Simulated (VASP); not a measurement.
# Ta2C (P-3m1) in VASP: notebook

Ta2C is run at these levels: PBEsol; tasks: single point.

Program: VASP 6.6.1. These are calculated values, not measurements. Logs are shortened: lines on timing, memory, paths and dates and some standing lists are left out, and cuts for length are marked.

### Step 1. The cell of the first run

Symmetry: P-3m1, No. 164, trigonal system. Conventional cell: a = 2.863 Å, b = 2.863 Å, c = 4.921 Å, α = 90.00°, β = 90.00°, γ = 120.00°. Within 2.7 Å of Ta (site symmetry 3m) lie 3 C at 2.07 Å. Within 2.7 Å of C (site symmetry -3m) lie 6 Ta at 2.07 Å.

### Step 2. Single point, PBEsol (strain -0.0750 x Voigt [1, 1, 0, 0, 0, 0])

INCAR

```
SYSTEM = Ta2C
ALGO     = Normal         ! electronic algorithm
EDIFF    = 1E-6           ! SCF threshold, eV
ENCUT    = 520            ! plane-wave cutoff, eV
GGA      = PS             ! functional
ISIF     = 2              ! what is computed and relaxed
ISMEAR   = 0              ! smearing method
LASPH    = .True.         ! aspherical terms in the spheres
LCHARG   = .False.        ! write CHGCAR
LREAL    = .False.        ! projectors in reciprocal space
LWAVE    = .False.        ! write WAVECAR
NBANDS   = 20             ! bands
NELM     = 60             ! most SCF steps
PREC     = Accurate       ! precision mode
SIGMA    = 0.15           ! smearing width, eV
```

KPOINTS

```
k-points
0
Gamma
  18 18 10
  0 0 0
```

POSCAR

```
Ta2C
1.0
    2.8631531497      0.0000000000      0.0000000000
   -1.4315765749      2.4795633625      0.0000000000
    0.0000000000      0.0000000000      4.9210802832
Ta C
2 1
Direct
    0.3333333333      0.6666666667      0.2528761935
    0.6666666667      0.3333333333      0.7471238065
    0.0000000000      0.0000000000      0.0000000000
```

Potentials or basis: VASP PAW PBE potentials, release 64 (Ta_pv, C).

Run with:

```bash
$ cat potpaw_PBE.64/Ta_pv/POTCAR potpaw_PBE.64/C/POTCAR > POTCAR
$ mpirun -np 1 vasp_std > vasp.out
```

OUTCAR:

```text
SYSTEM = Ta2C
   EDIFF = 1E-6
   ENCUT = 520
   GGA = PS
   ISIF = 2
   ISMEAR = 0
   LASPH = .True.
   LREAL = .False.
   NELM = 60
   PREC = Accurate

 ion  position               nearest neighbor table
   1  0.333  0.667  0.253-   3 2.07   3 2.07   3 2.07   2 2.94   2 2.94   2 2.94   2 2.99   2 2.99
                             2 2.99
   2  0.667  0.333  0.747-   3 2.07   3 2.07   3 2.07   1 2.94   1 2.94   1 2.94   1 2.99   1 2.99
                             1 2.99
   3  0.000  0.000  0.000-   1 2.07   2 2.07   1 2.07   2 2.07   2 2.07   1 2.07

  LATTYP: Found a hexagonal cell.
 ALAT       =     2.8631531497
 C/A-ratio  =     1.7187625062

  Lattice vectors:

 A1 = (   2.8631531497,   0.0000000000,   0.0000000000)
 A2 = (  -1.4315765749,   2.4795633625,   0.0000000000)
 A3 = (   0.0000000000,   0.0000000000,   4.9210802832)

Analysis of symmetry for initial positions (statically):
=====================================================================
 Subroutine PRICEL returns:
 Original cell was already a primitive cell.

 Routine SETGRP: Setting up the symmetry group for a
 hexagonal supercell.

 Subroutine GETGRP returns: Found 12 space group operations
 (whereof 12 operations were pure point group operations)
 out of a pool of 24 trial point group operations.

The static configuration has the point symmetry D_3d.

Analysis of symmetry for dynamics (positions and initial velocities):
=====================================================================
 Subroutine PRICEL returns:
 Original cell was already a primitive cell.

 Routine SETGRP: Setting up the symmetry group for a
 hexagonal supercell.

 Subroutine GETGRP returns: Found 12 space group operations
 (whereof 12 operations were pure point group operations)
 out of a pool of 24 trial point group operations.

The dynamic configuration has the point symmetry D_3d.

 Subroutine INISYM returns: Found 12 space group operations
 (whereof 12 operations are pure point group operations),
 and found     1 'primitive' translations

----------------------------------------------------------------------------------------

                                     Primitive cell

  volume of cell :      34.9366

  direct lattice vectors                    reciprocal lattice vectors
     2.863153150  0.000000000  0.000000000     0.349265285  0.201648406  0.000000000
    -1.431576575  2.479563362  0.000000000     0.000000000  0.403296812  0.000000000
     0.000000000  0.000000000  4.921080283     0.000000000  0.000000000  0.203207414

  length of vectors
     2.863153150  2.863153150  4.921080283     0.403296812  0.403296812  0.203207414

  position of ions in fractional coordinates (direct lattice)
     0.333333333  0.666666667  0.252876194
     0.666666667  0.333333333  0.747123806
     0.000000000  0.000000000  0.000000000

  ion indices of the primitive-cell ions
   primitive index   ion index
                 1           1
                 2           2
                 3           3

----------------------------------------------------------------------------------------

 KPOINTS: k-points

Automatic generation of k-mesh.
 Grid dimensions read from file:
 generate k-points for:   18   18   10

 Generating k-lattice:

  Cartesian coordinates                     Fractional coordinates (reciprocal lattice)
     0.019403627  0.011202689  0.000000000     0.055555556  0.000000000  0.000000000
     0.000000000  0.022405378  0.000000000     0.000000000  0.055555556  0.000000000
     0.000000000  0.000000000  0.020320741     0.000000000  0.000000000  0.100000000

  Length of vectors
     0.022405378  0.022405378  0.020320741

  Shift w.r.t. Gamma in fractional coordinates (k-lattice)
     0.000000000  0.000000000  0.000000000

 Subroutine IBZKPT returns following result:
 ===========================================

 Found    330 irreducible k-points:

 Following reciprocal coordinates:
            Coordinates               Weight
  0.000000  0.000000  0.000000      1.000000
  0.055556  0.000000  0.000000      6.000000
  0.111111  0.000000  0.000000      6.000000
  0.166667  0.000000  0.000000      6.000000
  0.222222  0.000000  0.000000      6.000000
  0.277778  0.000000  0.000000      6.000000
[... 16 lines left out ...]
  0.333333  0.111111  0.000000     12.000000
  0.388889  0.111111  0.000000     12.000000
 [... further k-points ...]
   k-points           NKPTS =    330   k-points in BZ     NKDIM =    330   number of bands    NBANDS=     20
   number of dos      NEDOS =    301   number of ions     NIONS =      3
   total plane-waves  NPLWV =  23040
   dimension x,y,z NGX =    24 NGY =   24 NGZ =   40
   dimension x,y,z NGXF=    48 NGYF=   48 NGZF=   80
   ions per type =               2   1
   NGX,Y,Z   is equivalent  to a cutoff of  13.94, 13.94, 13.51 a.u.
   NGXF,Y,Z  is equivalent  to a cutoff of  27.87, 27.87, 27.03 a.u.
 SYSTEM =  Ta2C
   PREC   = accura    normal or accurate (medium, high low for compatibility)
   ISTART =      0    job   : 0-new  1-cont  2-samecut
   ICHARG =      2    charge: 1-file 2-atom 10-const
   ISPIN  =      1    spin polarized calculation?
   LNONCOLLINEAR =      F non collinear calculations
   LSORBIT =      F    spin-orbit coupling
   LASPH  =      T    aspherical Exc in radial PAW
   ENCUT  =  520.0 eV  38.22 Ry    6.18 a.u.   5.32  5.32  9.15*2*pi/ulx,y,z
   NELM   =     60;   NELMIN=  2; NELMDL= -5     # of ELM steps
   EDIFF  = 0.1E-05   stopping-criterion for ELM
   LREAL  =      F    real-space projection
   EDIFFG = 0.1E-04   stopping-criterion for IOM
   NSW    =      0    number of steps for IOM
   IBRION =     -1    ionic relax: 0-MD 1-quasi-New 2-CG
   NFREE  =      0    steps in history (QN), initial steepest desc. (CG)
   ISIF   =      2    stress and relaxation
   ISYM   =      2    0-nonsym 1-usesym 2-fastsym
   POTIM  = 0.5000    time-step for ionic-motion
   TEBEG  =    0.0;   TEEND  =   0.0 temperature during run
   PSTRESS=    0.0 pullay stress
   NELECT =      26.0000    total number of electrons
   NUPDOWN=      -1.0000    fix difference up-down
   EMIN   =  10.00;   EMAX   =-10.00  energy-range for DOS
   EFERMI =   0.00;   METHOD = LEGACY
   ISMEAR =     0;   SIGMA  =   0.15  broadening in eV -4-tet -1-fermi 0-gaus
   EFERMI_NEDOS =   21; number of points for ismear=-14 and -15
   IALGO  =     38    algorithm
   IMIX   =      4    mixing-type and parameters
     AMIX     =   0.40;   BMIX     =  1.00
     AMIX_MAG =   1.60;   BMIX_MAG =  1.00
  volume/ion in A,a.u.               =      11.65        78.59
  Fermi-wavevector in a.u.,A,eV,Ry     =   1.483563  2.803527 29.945850  2.200958
  Thomas-Fermi vector in A             =   2.597209
   LORBIT       =      0    0 simple, 1 ext, 2 COOP (PROOUT), +10 PAW based schemes
   GGA     = PS    functional components
   LHFCALC =     F    Hartree Fock is set to
   AEXX    =    0.0000 exact exchange contribution
   IVDW    =     0    specifies the selected vdW correction
   LEPSILON=     F    determine dielectric tensor
   LRPA    =     F    only Hartree local field effects (RPA)
 non-spin polarized calculation
 Gauss-broadening in eV      SIGMA  =   0.15
  energy-cutoff  :      520.00
  volume of cell :       34.94
 maximum number of plane-waves:       954
 NGX is ok and might be reduce to    24
   NGX = 11   NGY = 11   NGZ = 19

 number of electron      25.9999998 magnetization

 Free energy of the ion-electron system (eV)
  ---------------------------------------------------
  ext. energy  EPLUGINS =         0.00000000
  ---------------------------------------------------
  free energy    TOTEN  =       -35.47428617 eV

  energy without entropy =      -35.46582039  energy(sigma->0) =      -35.47005328

 E-fermi :   7.8993     XC(G=0): -13.7643

 val. band max:        7.8972373280   @ k =   0.5000   0.0000   0.0000
 cond. band min:       7.9003868840   @ k =   0.1111   0.1111   0.1000
 fundamental gap:      0.0031495560
 Fermi energy:         7.8993439124

 k-point     1 :       0.0000    0.0000    0.0000
  band No.  band energies     occupation
      1     -26.8172      2.00000
      2     -25.4765      2.00000
      3     -25.4765      2.00000
      4     -25.4744      2.00000
      5     -25.3545      2.00000
      6     -25.3545      2.00000
[... 12 lines left out ...]
     19      10.9634      0.00000
     20      16.7236      0.00000

 k-point     2 :       0.0556    0.0000    0.0000
  band No.  band energies     occupation
      1     -26.8023      2.00000
      2     -25.5227      2.00000
      3     -25.4898      2.00000
      4     -25.4740      2.00000
      5     -25.3967      2.00000
      6     -25.3597      2.00000
[... 12 lines left out ...]
     19      11.5712      0.00000
     20      16.9234      0.00000

 k-point     3 :       0.1111    0.0000    0.0000
  band No.  band energies     occupation
      1     -26.7586      2.00000
      2     -25.6466      2.00000
      3     -25.5267      2.00000
      4     -25.5189      2.00000
      5     -25.4792      2.00000
      6     -25.3758      2.00000
[... 12 lines left out ...]
     19      12.6627      0.00000
     20      17.0705      0.00000

 k-point     4 :       0.1667    0.0000    0.0000
  band No.  band energies     occupation
      1     -26.6893      2.00000
      2     -25.8333      2.00000
      3     -25.6949      2.00000
      4     -25.5806      2.00000
      5     -25.4947      2.00000
      6     -25.4026      2.00000
[... 12 lines left out ...]
     19      13.8001      0.00000
     20      16.8437      0.00000

 k-point     5 :       0.2222    0.0000    0.0000
  band No.  band energies     occupation
      1     -26.6001      2.00000
      2     -26.0567      2.00000
      3     -25.9033      2.00000
      4     -25.6435      2.00000
      5     -25.5173      2.00000
      6     -25.4377      2.00000
[... 12 lines left out ...]
     19      14.8328      0.00000
     20      16.5384      0.00000

 k-point     6 :       0.2778    0.0000    0.0000
  band No.  band energies     occupation
      1     -26.5039      2.00000
      2     -26.2819      2.00000
      3     -26.1153      2.00000
      4     -25.7080      2.00000
      5     -25.5497      2.00000
      6     -25.4767      2.00000
[... 12 lines left out ...]
     19      15.5795      0.00000
     20      16.3234      0.00000

 k-point     7 :       0.3333    0.0000    0.0000
  band No.  band energies     occupation
      1     -26.5292      2.00000
      2     -26.3759      2.00000
      3     -26.2912      2.00000
      4     -25.7667      2.00000
      5     -25.5921      2.00000
      6     -25.5142      2.00000
[... 12 lines left out ...]
     19      15.7327      0.00000
     20      16.4784      0.00000
[... 277 lines left out ...]
 k-point    20 :       0.1667    0.1111    0.0000
  band No.  band energies     occupation
      1     -26.5640      2.00000
      2     -26.0761      2.00000
      3     -26.0158      2.00000
      4     -25.6490      2.00000
      5     -25.5348      2.00000
      6     -25.5006      2.00000
[... 12 lines left out ...]
     19      14.7400      0.00000
     20      16.7001      0.00000

 k-point    21 :       0.2222    0.1111    0.0000
  band No.  band energies     occupation
      1     -26.4743      2.00000
      2     -26.2789      2.00000
      3     -26.1762      2.00000
      4     -25.7378      2.00000
      5     -25.5740      2.00000
      6     -25.5469      2.00000
[... 12 lines left out ...]
     19      15.2756      0.00000
     20      16.5547      0.00000

 k-point    22 :       0.2778    0.1111    0.0000
  band No.  band energies     occupation
      1     -26.5118      2.00000
      2     -26.3621      2.00000
      3     -26.2898      2.00000
      4     -25.8219      2.00000
      5     -25.6187      2.00000
      6     -25.5936      2.00000
[... 12 lines left out ...]
     19      15.5984      0.00000
     20      16.3895      0.00000

 k-point    23 :       0.3333    0.1111    0.0000
  band No.  band energies     occupation
      1     -26.6545      2.00000
      2     -26.4570      2.00000
      3     -26.2214      2.00000
      4     -25.8892      2.00000
      5     -25.6627      2.00000
      6     -25.6394      2.00000
[... 12 lines left out ...]
     19      15.6230      0.00000
     20      15.9956      0.00000

 k-point    24 :       0.3889    0.1111    0.0000
  band No.  band energies     occupation
      1     -26.7511      2.00000
      2     -26.5323      2.00000
      3     -26.1424      2.00000
      4     -25.9323      2.00000
      5     -25.7059      2.00000
      6     -25.6699      2.00000
[... 12 lines left out ...]
     19      15.3164      0.00000
     20      15.5693      0.00000

 [... further k-points ...]
[... 5 lines left out ...]
  --------------------------------------------------------------------------------------
  -------------------------------------------------------------------------------------
  Total       16.4916010     16.4916010      8.3467430     -0.0000000      0.0000000      0.0000000
  in kB      756.2983665    756.2983664    382.7783658     -0.0000000      0.0000000      0.0000000
  external PRESSURE =     631.7916996 kB  Pullay stress =       0.0000000 kB

 VOLUME and BASIS-vectors are now :
 -----------------------------------------------------------------------------
  energy-cutoff  :      520.00
  volume of cell :       34.94
      direct lattice vectors                 reciprocal lattice vectors
     2.863153150  0.000000000  0.000000000     0.349265285  0.201648406  0.000000000
    -1.431576575  2.479563362  0.000000000     0.000000000  0.403296812  0.000000000
     0.000000000  0.000000000  4.921080283     0.000000000  0.000000000  0.203207414

 POSITION                                       TOTAL-FORCE (eV/Angst)
 -----------------------------------------------------------------------------------
     -0.00000      1.65304      1.24442         0.000000      0.000000      1.658341
      1.43158      0.82652      3.67666        -0.000000     -0.000000     -1.658341
      0.00000      0.00000      0.00000        -0.000000      0.000000      0.000000
 -----------------------------------------------------------------------------------
    total drift:                                0.000000     -0.000000      0.000000

  FREE ENERGIE OF THE ION-ELECTRON SYSTEM (eV)
  ---------------------------------------------------
  free  energy   TOTEN  =       -35.4742861679 eV

  energy  without entropy=      -35.4658203896  energy(sigma->0) =      -35.47005328
```

It took 4.7 min on 1 thread of AMD EPYC 7R43 (Zen 3), shared host; peak memory 0.28 GiB.

Results:

```yaml
Free_energy: -35.4743 eV
Pressure: 63.2 GPa
Largest_force: 1.658 eV/Å
Band_gap_on_the_k_mesh: zero (bands 13 and 14 overlap by 0.68 eV)
```

Forces on the atoms (eV/Å):
```
Ta   0.000  0.000  1.658
Ta   0.000  0.000 -1.658
C    0.000  0.000  0.000
```

Stress tensor (GPa, compression positive):
```
75.63  0.00  0.00
 0.00 75.63  0.00
 0.00  0.00 38.28
```

Caveat: the cell differs from its parent crystal (strain -0.0750 x Voigt [1, 1, 0, 0, 0, 0]); the stress differs along the axes, from 38 to 76 GPa; the PAW data sets were made with another functional, which shifts forces and pressure a little; spin-orbit coupling is left out, which moves the levels of the heavy elements.

### Step 3. Single point, PBEsol (strain -0.0375 x Voigt [1, 1, 0, 0, 0, 0])

INCAR

```
PREC = Accurate ; ENCUT = 520
EDIFF = 1E-6 ; ISMEAR = 0
SIGMA = 0.15 ; LREAL = False
LASPH = True ; NELM = 100
ALGO = Normal ; ISIF = 2
LWAVE = False ; LCHARG = False
GGA = PS ; NBANDS = 20
```

KPOINTS

```
Automatic mesh
0
Gamma
  18 18 10
```

POSCAR

```
Ta2C
1.0
    2.9792269260      0.0000000000      0.0000000000
   -1.4896134630      2.5800862015      0.0000000000
    0.0000000000      0.0000000000      4.9210802832
Ta C
2 1
Direct
    0.3333333333      0.6666666667      0.2528761935
    0.6666666667      0.3333333333      0.7471238065
    0.0000000000      0.0000000000      0.0000000000
```

Potentials or basis: VASP PAW PBE potentials, release 64 (Ta_pv, C).

Run with:

```bash
$ cat potpaw_PBE.64/Ta_pv/POTCAR potpaw_PBE.64/C/POTCAR > POTCAR
$ mpirun -np 1 vasp_std > vasp.out
```

It took 5.4 min on 1 thread of AMD EPYC 7R43 (Zen 3), shared host; peak memory 0.3 GiB.

The run converged. Its results:

- Free energy: -36.4218 eV
- Pressure: 26.6 GPa
- Largest force: 0.726 eV/Å
- Band gap on the k mesh: zero (bands 13 and 14 overlap by 0.72 eV)

Forces on the atoms (eV/Å):
```
Ta   0.000  0.000  0.726
Ta   0.000  0.000 -0.726
C    0.000  0.000  0.000
```

Stress tensor (GPa, compression positive):
```
31.83  0.00  0.00
 0.00 31.83  0.00
 0.00  0.00 16.24
```

Levels at points of the mesh, in eV from the Fermi level:
| k point | band 10 | band 11 | band 12 | band 13 | band 14 | band 15 | band 16 | band 17 |
| --- | --- | --- | --- | --- | --- | --- | --- | --- |
| (0.00, 0.00, 0.00) | -3.68 | -3.03 | -0.41 | 0.52 | 0.52 | 1.53 | 1.53 | 2.62 |
| (0.50, 0.00, 0.00) | -4.17 | -4.15 | -1.72 | -0.11 | 3.18 | 4.20 | 5.12 | 5.95 |
| (0.00, 0.00, 0.50) | -3.92 | -2.27 | -1.74 | -0.20 | -0.20 | 3.29 | 3.29 | 3.76 |
| (0.50, 0.00, 0.50) | -3.68 | -2.94 | -0.99 | -0.80 | 1.42 | 1.85 | 5.16 | 5.63 |

Caveat: the cell differs from its parent crystal (strain -0.0375 x Voigt [1, 1, 0, 0, 0, 0]); the stress differs along the axes, from 16 to 32 GPa; the PAW data sets were made with another functional, which shifts forces and pressure a little; spin-orbit coupling is left out, which moves the levels of the heavy elements.

(Part 1 of 2 ends here.)

The gap in the log of VASP goes by the Fermi energy; the results here count the filled bands.